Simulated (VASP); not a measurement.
Set up this calculation in VASP 6.6.1, as the native input.

| Property | Result |
| --- | --- |
| Task | single point |
| Functional | PBE |
| Dispersion | D3(BJ) |
| Potentials or basis | VASP PAW PBE potentials, release 64 (Sb_d_GW, Ga_d, O, C) |
| Cutoff | 520 eV |
| k mesh | 6 × 6 × 1 |
| Occupations | gaussian, width 0.1 eV |
| Spin | no spin polarisation |
| Dipole correction | yes |
| Further INCAR settings | ALGO = Normal; EDIFF = 1e-06; NBANDS = 42; NELMDL = -8 |

The structure of Ga2Sb2CO lies in POSCAR:

```
Ga2Sb2CO
1.0
    4.3343814647      0.0000000000      0.0000000000
   -2.1671907324      3.7536844581      0.0000000000
    0.0000000000      0.0000000000     23.6197422994
Sb Ga O C
2 2 1 1
Direct
    0.0000000000      0.0000000000      0.1693498578
    0.3333333333      0.6666666667      0.3259656336
    0.3333333333      0.6666666667      0.2068080104
    0.6666666667      0.3333333333      0.3585874135
    0.6666666667      0.7777777778      0.4898335533
    0.6666666667      0.7777777778      0.5385216375
```

The input as run:

INCAR

```
SYSTEM = Ga2Sb2CO
ALGO = Normal ; DIPOL = 0.5 0.5 0.348
EDIFF = 1E-6 ; ENCUT = 520
GGA = PE ; GGA_COMPAT = .FALSE.
IDIPOL = 3 ; ISIF = 2
ISMEAR = 0 ; IVDW = 12
LASPH = .TRUE. ; LCHARG = .FALSE.
LDIPOL = .TRUE. ; LREAL = .FALSE.
LWAVE = .FALSE. ; NBANDS = 42
NELM = 120 ; NELMDL = -8
PREC = Accurate ; SIGMA = 0.1
```

KPOINTS

```
k-points
0
G
  6 6 1
  0 0 0
```

Potentials or basis: VASP PAW PBE potentials, release 64 (Sb_d_GW, Ga_d, O, C).

Launch:

```sh
$ cat potpaw_PBE.64/Sb_d_GW/POTCAR potpaw_PBE.64/Ga_d/POTCAR potpaw_PBE.64/O/POTCAR potpaw_PBE.64/C/POTCAR > POTCAR
$ mpirun -np 1 vasp_std > vasp.out
```

Results of the run:

| Property | Result |
| --- | --- |
| Largest force | 0.673 eV/Å |
| Band gap on the k mesh | 0.02 eV (least direct gap 0.16 eV) |
| Dispersion energy per atom | -0.167 eV |

Caveat: spin-orbit coupling is left out, which moves the levels of the heavy elements.

Run time: 8.8 min on 1 thread of Intel(R) Xeon(R) Platinum 8488C (Sapphire Rapids), on a shared host, peak memory 0.69 GiB.
